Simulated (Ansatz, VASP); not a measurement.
**Ag in VASP and in Ansatz**

```
Ag
1.0
     2.93000    0.00000    0.00000
    -1.46500    2.53745    0.00000
     0.00000    0.00000    4.79000
Ag
2
Direct
  0.33333 0.66667 0.25000
  0.66667 0.33333 0.75626
```

Alike in both runs: task single point; functional PBE; k mesh 13 × 13 × 7; occupations fermi-dirac, width 0.03 eV; no spin polarisation.

|  | VASP | Ansatz |
| --- | --- | --- |
| version | VASP 6.6.1 | Ansatz 0.2.0 |
| potentials or method | VASP PAW PBE potentials, release 64 (Ag), cutoff 520 eV | all-electron LAPW, scalar-relativistic |

VASP gave:

- pressure (GPa): 0.2
- traceless stress, the component that is largest in VASP (GPa): 1.14
- rms of the force components (eV/Å): 0.086

Problem. Estimate Ansatz's values.

Solution. Pressure (GPa): 0.3; traceless stress, the component that is largest in VASP (GPa): 1.14; rms of the force components (eV/Å): 0.087.

Atom by atom the forces differ by 0.001 eV/Å (rms over components). Ansatz ran all-electron here, and VASP with PAW potentials.
